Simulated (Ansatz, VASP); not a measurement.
# CdAg in VASP and in Ansatz

INCAR

```
ALGO = Normal ; EDIFF = 1E-6
ENCUT = 520 ; GGA = CA
ISIF = 2 ; ISMEAR = 0
LASPH = True ; LCHARG = False
LREAL = False ; LWAVE = False
NBANDS = 18 ; NELM = 100
PREC = Accurate ; SIGMA = 0.15
```

File KPOINTS:

```
k-points
0
Gamma
  16 16 16
```

Contents of POSCAR:

```
CdAg
1.0
    3.5153717493      0.0000000000      0.0000000000
    0.0000000000      3.5153717493      0.0000000000
    0.0000000000      0.0000000000      2.9880659869
Cd Ag
1 1
Direct
    0.5000000000      0.5000000000      0.5000000000
    0.0000000000      0.0000000000      0.0000000000
```

Input for Ansatz:

```yaml
crystal:
  lattice:
    - [3.5153717493, 0.0, 0.0]
    - [0.0, 3.5153717493, 0.0]
    - [0.0, 0.0, 2.9880659869]
  atoms:
    - { symbol: Cd, position: [0.5, 0.5, 0.5] }
    - { symbol: Ag, position: [0.0, 0.0, 0.0] }
basis:
  ecutwfc: 420
kpoints:
  mp_grid: { grid: [16, 16, 16] }
hamiltonian:
  xc: lda
scf:
  occupations: { method: gaussian, width: 0.15 }
output:
  forces: true
  stress: true
  eigenvalues: true
```

Alike in both runs: task single point; functional LDA; k mesh 16 × 16 × 16; occupations gaussian, width 0.15 eV; no spin polarisation.

|  | VASP | Ansatz |
| --- | --- | --- |
| version | VASP 6.6.1 | Ansatz 0.2.0 |
| potentials or method | VASP PAW LDA potentials, release 64 (Cd, Ag), cutoff 520 eV | scalar-relativistic, plane waves, PAW |
| valence electrons in the cell | 23 | 39 |

```csv
,VASP,Ansatz,Ansatz less VASP
gap on the k mesh at the Fermi level (eV),none,none,-
pressure (GPa),-4.6,-5.2,-0.61
"traceless stress, the component that is largest in VASP (GPa)",1.78,1.72,-0.067
```

LDA's correlation is that of Perdew and Zunger in VASP and of Perdew and Wang (1992) in Ansatz. A gap of «none» marks a metal or a gap that the smearing closes. VASP's potentials hold 23 valence electrons a cell and Ansatz's 39, so a difference there can come from the potentials and not from the codes.
